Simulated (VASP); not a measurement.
# Pd (Fm-3m) in VASP: further runs

Runs on Pd. Level: RPBE. Tasks: single point.

Everything below comes from runs of VASP 6.6.1. Logs are shortened: lines on timing, memory, paths and dates and some standing lists are left out, and cuts for length are marked.

### Step 1. The cell of the first run

The structure is cubic, space group Fm-3m (No. 225). The conventional cell has a = 4.038 Å, b = 4.038 Å, c = 4.038 Å, α = 90.00°, β = 90.00°, γ = 90.00°. Pd (site symmetry m-3m) has 12 Pd at 2.86 Å within 3.8 Å.

### Step 2. Single point, RPBE, collinear spin, ferromagnetic start (volume scaled by 1.04)

INCAR

```
  ALGO = Normal
  EDIFF = 1E-6
  ENCUT = 520
  GGA = RP
  ISIF = 2
  ISMEAR = -1
  ISPIN = 2
  LASPH = T
  LCHARG = F
  LMAXMIX = 4
  LORBIT = 11
  LREAL = F
  LWAVE = F
  MAGMOM = 0.356
  NBANDS = 15
  NELM = 150
  PREC = Accurate
  SIGMA = 0.05
```

KPOINTS

```
k-points
0
Gamma
  22 22 22
```

POSCAR

```
Pd
1.0
    0.0000000000      2.0191238280      2.0191238280
    2.0191238280      0.0000000000      2.0191238280
    2.0191238280      2.0191238280      0.0000000000
Pd
1
Direct
    0.0000000000      0.0000000000      0.0000000000
```

Potentials or basis: VASP PAW PBE potentials, release 64 (Pd).

Started as:

```bash
$ cat potpaw_PBE.64/Pd/POTCAR > POTCAR
$ mpirun -np 1 vasp_std > vasp.out
```

OUTCAR:

```text
EDIFF = 1E-6
   ENCUT = 520
   GGA = RP
   ISIF = 2
   ISMEAR = -1
   ISPIN = 2
   LASPH = T
   LORBIT = 11
   LREAL = F
   NELM = 150
   PREC = Accurate

 ion  position               nearest neighbor table
   1  0.000  0.000  0.000-

  LATTYP: Found a face centered cubic cell.
 ALAT       =     4.0382476560

  Lattice vectors:

 A1 = (   0.0000000000,   2.0191238280,   2.0191238280)
 A2 = (   2.0191238280,   0.0000000000,   2.0191238280)
 A3 = (   2.0191238280,   2.0191238280,   0.0000000000)

Analysis of symmetry for initial positions (statically):
=====================================================================
 Subroutine PRICEL returns:
 Original cell was already a primitive cell.

 Routine SETGRP: Setting up the symmetry group for a
 face centered cubic supercell.

 Subroutine GETGRP returns: Found 48 space group operations
 (whereof 48 operations were pure point group operations)
 out of a pool of 48 trial point group operations.

The static configuration has the point symmetry O_h .

Analysis of symmetry for dynamics (positions and initial velocities):
=====================================================================
 Subroutine PRICEL returns:
 Original cell was already a primitive cell.

 Routine SETGRP: Setting up the symmetry group for a
 face centered cubic supercell.

 Subroutine GETGRP returns: Found 48 space group operations
 (whereof 48 operations were pure point group operations)
 out of a pool of 48 trial point group operations.

The dynamic configuration has the point symmetry O_h .

Analysis of structural, dynamic, and magnetic symmetry:
=====================================================================
 Subroutine PRICEL returns:
 Original cell was already a primitive cell.

 Routine SETGRP: Setting up the symmetry group for a
 face centered cubic supercell.

 Subroutine GETGRP returns: Found 48 space group operations
 (whereof 48 operations were pure point group operations)
 out of a pool of 48 trial point group operations.

The overall configuration has the point symmetry O_h .

 Subroutine INISYM returns: Found 48 space group operations
 (whereof 48 operations are pure point group operations),
 and found     1 'primitive' translations

----------------------------------------------------------------------------------------

                                     Primitive cell

  volume of cell :      16.4634

  direct lattice vectors                    reciprocal lattice vectors
     0.000000000  2.019123828  2.019123828    -0.247632163  0.247632163  0.247632163
     2.019123828  0.000000000  2.019123828     0.247632163 -0.247632163  0.247632163
     2.019123828  2.019123828  0.000000000     0.247632163  0.247632163 -0.247632163

  length of vectors
     2.855472302  2.855472302  2.855472302     0.428911487  0.428911487  0.428911487

  position of ions in fractional coordinates (direct lattice)
     0.000000000  0.000000000  0.000000000

  ion indices of the primitive-cell ions
   primitive index   ion index
                 1           1

----------------------------------------------------------------------------------------

 KPOINTS: k-points

Automatic generation of k-mesh.
 Grid dimensions read from file:
 generate k-points for:   22   22   22

 Generating k-lattice:

  Cartesian coordinates                     Fractional coordinates (reciprocal lattice)
    -0.011256007  0.011256007  0.011256007     0.045454545  0.000000000  0.000000000
     0.011256007 -0.011256007  0.011256007     0.000000000  0.045454545  0.000000000
     0.011256007  0.011256007 -0.011256007     0.000000000  0.000000000  0.045454545

  Length of vectors
     0.019495977  0.019495977  0.019495977

  Shift w.r.t. Gamma in fractional coordinates (k-lattice)
     0.000000000  0.000000000  0.000000000

 Subroutine IBZKPT returns following result:
 ===========================================

 Found    328 irreducible k-points:

 Following reciprocal coordinates:
            Coordinates               Weight
  0.000000  0.000000  0.000000      1.000000
  0.045455  0.000000  0.000000      8.000000
  0.090909  0.000000  0.000000      8.000000
  0.136364  0.000000  0.000000      8.000000
  0.181818  0.000000  0.000000      8.000000
  0.227273  0.000000  0.000000      8.000000
[... 16 lines left out ...]
  0.500000  0.045455  0.000000     24.000000
 -0.454545  0.045455  0.000000     24.000000
 [... further k-points ...]
   k-points           NKPTS =    328   k-points in BZ     NKDIM =    328   number of bands    NBANDS=     15
   number of dos      NEDOS =    301   number of ions     NIONS =      1
   total plane-waves  NPLWV =  13824
   dimension x,y,z NGX =    24 NGY =   24 NGZ =   24
   dimension x,y,z NGXF=    48 NGYF=   48 NGZF=   48
   ions per type =               1
   NGX,Y,Z   is equivalent  to a cutoff of  13.97, 13.97, 13.97 a.u.
   NGXF,Y,Z  is equivalent  to a cutoff of  27.95, 27.95, 27.95 a.u.
 SYSTEM =  unknown system
   PREC   = accura    normal or accurate (medium, high low for compatibility)
   ISTART =      0    job   : 0-new  1-cont  2-samecut
   ICHARG =      2    charge: 1-file 2-atom 10-const
   ISPIN  =      2    spin polarized calculation?
   LNONCOLLINEAR =      F non collinear calculations
   LSORBIT =      F    spin-orbit coupling
   LASPH  =      T    aspherical Exc in radial PAW
   ENCUT  =  520.0 eV  38.22 Ry    6.18 a.u.   5.31  5.31  5.31*2*pi/ulx,y,z
   NELM   =    150;   NELMIN=  2; NELMDL= -5     # of ELM steps
   EDIFF  = 0.1E-05   stopping-criterion for ELM
   LREAL  =      F    real-space projection
   EDIFFG = 0.1E-04   stopping-criterion for IOM
   NSW    =      0    number of steps for IOM
   IBRION =     -1    ionic relax: 0-MD 1-quasi-New 2-CG
   NFREE  =      0    steps in history (QN), initial steepest desc. (CG)
   ISIF   =      2    stress and relaxation
   ISYM   =      2    0-nonsym 1-usesym 2-fastsym
   POTIM  = 0.5000    time-step for ionic-motion
   TEBEG  =    0.0;   TEEND  =   0.0 temperature during run
   PSTRESS=    0.0 pullay stress
   NELECT =      10.0000    total number of electrons
   NUPDOWN=      -1.0000    fix difference up-down
   EMIN   =  10.00;   EMAX   =-10.00  energy-range for DOS
   EFERMI =   0.00;   METHOD = LEGACY
   ISMEAR =    -1;   SIGMA  =   0.05  broadening in eV -4-tet -1-fermi 0-gaus
   EFERMI_NEDOS =   21; number of points for ismear=-14 and -15
   IALGO  =     38    algorithm
   IMIX   =      4    mixing-type and parameters
     AMIX     =   0.40;   BMIX     =  1.00
     AMIX_MAG =   1.60;   BMIX_MAG =  1.00
  volume/ion in A,a.u.               =      16.46       111.10
  Fermi-wavevector in a.u.,A,eV,Ry     =   1.386443  2.619997 26.153431  1.922223
  Thomas-Fermi vector in A             =   2.510758
   LORBIT       =     11    0 simple, 1 ext, 2 COOP (PROOUT), +10 PAW based schemes
   GGA     = RP    functional components
   LHFCALC =     F    Hartree Fock is set to
   AEXX    =    0.0000 exact exchange contribution
   IVDW    =     0    specifies the selected vdW correction
   LEPSILON=     F    determine dielectric tensor
   LRPA    =     F    only Hartree local field effects (RPA)
 spin polarized calculation
  energy-cutoff  :      520.00
  volume of cell :       16.46
 maximum number of plane-waves:       459
 NGX is ok and might be reduce to    24
   NGX = 11   NGY = 11   NGZ = 11

 number of electron      10.0000000 magnetization       0.3757805

 Free energy of the ion-electron system (eV)
  ---------------------------------------------------
  ext. energy  EPLUGINS =         0.00000000
  ---------------------------------------------------
  free energy    TOTEN  =        -4.62553744 eV

  energy without entropy =       -4.60908760  energy(sigma->0) =       -4.61731252

 E-fermi :   8.1914     XC(G=0): -12.3924

 val. band max:        8.1898311875   @ k =   0.3636   0.0909   0.0455
 cond. band min:       8.1922243559   @ k =   0.4545   0.4545   0.0000
 fundamental gap:      0.0023931684
 Fermi energy:         8.1914119315

 spin component 1

 k-point     1 :       0.0000    0.0000    0.0000
  band No.  band energies     occupation
      1       1.8719      1.00000
      2       5.6309      1.00000
      3       5.6309      1.00000
      4       5.6309      1.00000
      5       6.9963      1.00000
      6       6.9963      1.00000
      7      25.2434      0.00000
      8      29.4265      0.00000
      9      29.4265      0.00000
     10      29.4265      0.00000
     11      34.1612      0.00000
     12      34.9345      0.00000
     13      36.6247      0.00000
     14      36.6247      0.00000
     15      36.6247      0.00000

 k-point     2 :       0.0455    0.0000    0.0000
  band No.  band energies     occupation
      1       1.9405      1.00000
      2       5.6095      1.00000
      3       5.6532      1.00000
      4       5.6532      1.00000
      5       6.9861      1.00000
      6       6.9861      1.00000
      7      25.2998      0.00000
      8      28.8891      0.00000
      9      29.4893      0.00000
     10      29.4893      0.00000
     11      34.4710      0.00000
     12      34.9857      0.00000
     13      36.3887      0.00000
     14      36.4737      0.00000
     15      36.4737      0.00000
[... 365 lines left out ...]
      3       5.6616      1.00000
      4       7.6899      0.99996
      5       7.9641      0.98949
      6       9.7154      0.00000
      7      14.6569      0.00000
      8      24.6053      0.00000
      9      27.8925      0.00000
     10      27.9744      0.00000
     11      33.8774      0.00000
     12      33.9431      0.00000
     13      34.7287      0.00000
     14      37.3949      0.00000
     15      41.7868      0.00000

 k-point    24 :      -0.4545    0.0455    0.0000
  band No.  band energies     occupation
      1       3.6286      1.00000
      2       5.6003      1.00000
      3       5.6615      1.00000
      4       7.7029      0.99994
      5       7.9077      0.99658
      6       9.6005      0.00000
      7      14.8215      0.00000
      8      24.6220      0.00000
      9      27.7361      0.00000
     10      28.2303      0.00000
     11      33.8323      0.00000
     12      33.9119      0.00000
     13      34.7308      0.00000
     14      37.3093      0.00000
     15      41.7952      0.00000

 [... further k-points ...]

 spin component 2

 k-point     1 :       0.0000    0.0000    0.0000
  band No.  band energies     occupation
      1       1.8766      1.00000
      2       5.9369      1.00000
      3       5.9369      1.00000
      4       5.9369      1.00000
      5       7.2357      1.00000
      6       7.2357      1.00000
      7      25.2184      0.00000
      8      29.4106      0.00000
      9      29.4106      0.00000
     10      29.4106      0.00000
     11      34.1569      0.00000
     12      35.3676      0.00000
     13      36.6665      0.00000
     14      36.6665      0.00000
     15      36.6665      0.00000

 k-point     2 :       0.0455    0.0000    0.0000
  band No.  band energies     occupation
      1       1.9452      1.00000
      2       5.9142      1.00000
      3       5.9595      1.00000
      4       5.9595      1.00000
      5       7.2252      1.00000
      6       7.2252      1.00000
      7      25.2768      0.00000
      8      28.8734      0.00000
      9      29.4748      0.00000
     10      29.4748      0.00000
     11      34.5292      0.00000
     12      35.3663      0.00000
     13      36.4330      0.00000
     14      36.5186      0.00000
     15      36.5186      0.00000
[... 365 lines left out ...]
      3       5.9109      1.00000
      4       7.9556      0.99112
      5       8.2768      0.15339
      6       9.7433      0.00000
      7      14.8357      0.00000
      8      24.5692      0.00000
      9      27.9430      0.00000
     10      28.0237      0.00000
     11      33.8891      0.00000
     12      33.9543      0.00000
     13      35.2012      0.00000
     14      37.4396      0.00000
     15      42.0246      0.00000

 k-point    24 :      -0.4545    0.0455    0.0000
  band No.  band energies     occupation
      1       3.8281      1.00000
      2       5.8475      1.00000
      3       5.9105      1.00000
      4       7.9630      0.98972
      5       8.2195      0.36303
      6       9.6409      0.00000
      7      14.9937      0.00000
      8      24.5864      0.00000
      9      27.7860      0.00000
     10      28.2807      0.00000
     11      33.8443      0.00000
     12      33.9229      0.00000
     13      35.2017      0.00000
     14      37.3550      0.00000
     15      42.0384      0.00000

 [... further k-points ...]
[... 5 lines left out ...]
  --------------------------------------------------------------------------------------
  -------------------------------------------------------------------------------------
  Total       -0.5608125     -0.5608125     -0.5608125      0.0000000      0.0000000      0.0000000
  in kB      -54.5769722    -54.5769722    -54.5769722      0.0000000      0.0000000      0.0000000
  external PRESSURE =     -54.5769722 kB  Pullay stress =       0.0000000 kB

 VOLUME and BASIS-vectors are now :
 -----------------------------------------------------------------------------
  energy-cutoff  :      520.00
  volume of cell :       16.46
      direct lattice vectors                 reciprocal lattice vectors
     0.000000000  2.019123828  2.019123828    -0.247632163  0.247632163  0.247632163
     2.019123828  0.000000000  2.019123828     0.247632163 -0.247632163  0.247632163
     2.019123828  2.019123828  0.000000000     0.247632163  0.247632163 -0.247632163

 POSITION                                       TOTAL-FORCE (eV/Angst)
 -----------------------------------------------------------------------------------
      0.00000      0.00000      0.00000         0.000000      0.000000     -0.000000
 -----------------------------------------------------------------------------------
    total drift:                               -0.000000      0.000000     -0.000000

  FREE ENERGIE OF THE ION-ELECTRON SYSTEM (eV)
  ---------------------------------------------------
  free  energy   TOTEN  =        -4.6255374373 eV

  energy  without entropy=       -4.6090876039  energy(sigma->0) =       -4.61731252

 total charge

# of ion       s       p       d       tot
------------------------------------------
    1        0.441   0.371   8.434   9.246

 magnetization (x)

# of ion       s       p       d       tot
------------------------------------------
    1       -0.002  -0.008   0.391   0.380
```

It took 71 s on 1 thread of Intel Xeon Platinum 8375C at 2.90GHz (Ice Lake), shared host; peak memory 0.24 GiB.

What came out:

```
Free energy                                           : -4.6255 eV
Pressure                                              : -5.5 GPa
Net moment                                            : 0.38 μB per cell
Site moments                                          : Pd +0.38 μB
Valence electrons inside the program's atomic spheres : Pd 9.25
```

Levels at points of the mesh, in eV from the Fermi level:
Spin up:
```tsv
k point	band 1	band 2	band 3	band 4	band 5	band 6	band 7	band 8	band 9	band 10
(0.00, 0.00, 0.00)	-6.32	-2.56	-2.56	-2.56	-1.20	-1.20	17.05	21.24	21.24	21.24
(0.50, 0.00, 0.00)	-4.61	-2.57	-2.57	-0.23	-0.23	1.26	6.41	16.39	20.00	20.00
(0.50, 0.50, 0.00)	-4.63	-4.44	-0.23	0.01	0.01	3.37	9.62	12.62	12.62	19.96
```
Spin down:
| k point | band 2 | band 3 | band 4 | band 5 | band 6 | band 7 | band 8 | band 9 |
| --- | --- | --- | --- | --- | --- | --- | --- | --- |
| (0.00, 0.00, 0.00) | -2.25 | -2.25 | -2.25 | -0.96 | -0.96 | 17.03 | 21.22 | 21.22 |
| (0.50, 0.00, 0.00) | -2.32 | -2.32 | 0.08 | 0.08 | 1.24 | 6.59 | 16.35 | 20.05 |
| (0.50, 0.50, 0.00) | -4.18 | 0.02 | 0.37 | 0.37 | 3.37 | 9.74 | 12.63 | 12.63 |

Caveat: the PAW data sets were made with another functional, which shifts forces and pressure a little.

### Step 3. Single point, RPBE, collinear spin, ferromagnetic start (volume scaled by 1.08)

INCAR

```
ALGO     = Normal         # electronic algorithm
EDIFF    = 1E-6           # SCF threshold, eV
ENCUT    = 520            # plane-wave cutoff, eV
GGA      = RP             # functional
ISIF     = 2              # what is computed and relaxed
ISMEAR   = -1             # smearing method
ISPIN    = 2              # spin polarisation
LASPH    = True           # aspherical terms in the spheres
LCHARG   = True           # write CHGCAR
LELF     = True           # ELF
LMAXMIX  = 4              # l up to which the mixer works
LORBIT   = 11             # projections on sites
LREAL    = False          # projectors in reciprocal space
LVHAR    = True         
LWAVE    = False          # write WAVECAR
MAGMOM   = 0.356          # initial moments
NBANDS   = 15             # bands
NELM     = 150            # most SCF steps
PREC     = Accurate       # precision mode
SIGMA    = 0.05           # smearing width, eV
```

KPOINTS is that of step 2.

POSCAR

```
Pd
1.0
    0.0000000000      2.0446850710      2.0446850710
    2.0446850710      0.0000000000      2.0446850710
    2.0446850710      2.0446850710      0.0000000000
Pd
1
Direct
    0.0000000000      0.0000000000      0.0000000000
```

Potentials or basis: VASP PAW PBE potentials, release 64 (Pd).

Started as:

```bash
$ cat potpaw_PBE.64/Pd/POTCAR > POTCAR
$ mpirun -np 1 vasp_std > vasp.out
```

Wall time 89 s (1 thread of Intel Xeon Platinum 8375C at 2.90GHz (Ice Lake), shared host); peak memory 0.24 GiB.

Results (log left out):

| Item | Value |
| --- | --- |
| Free energy | -4.5963 eV |
| Pressure | -9.3 GPa |
| Net moment | 0.39 μB per cell |
| Site moments | Pd +0.40 μB |
| Valence electrons inside the program's atomic spheres | Pd 9.19 |

Levels at points of the mesh, in eV from the Fermi level:
Spin up:
```csv
k point,band 2,band 3,band 4,band 5,band 6,band 7,band 8,band 9
"(0.00, 0.00, 0.00)",-2.43,-2.43,-2.43,-1.15,-1.15,16.99,20.96,20.96
"(0.50, 0.00, 0.00)",-2.44,-2.44,-0.24,-0.24,1.33,6.14,16.31,19.62
"(0.50, 0.50, 0.00)",-4.20,-0.24,-0.02,-0.02,3.38,9.27,12.41,12.41
```
Spin down:
```
           k point  band 3  band 4  band 5  band 6  band 7  band 8
(0.00, 0.00, 0.00)   -2.11   -2.11   -0.90   -0.90   16.95   20.94
(0.50, 0.00, 0.00)   -2.18    0.08    0.08    1.31    6.33   16.27
(0.50, 0.50, 0.00)    0.02    0.35    0.35    3.37    9.40   12.42
```

Caveat: the PAW data sets were made with another functional, which shifts forces and pressure a little.
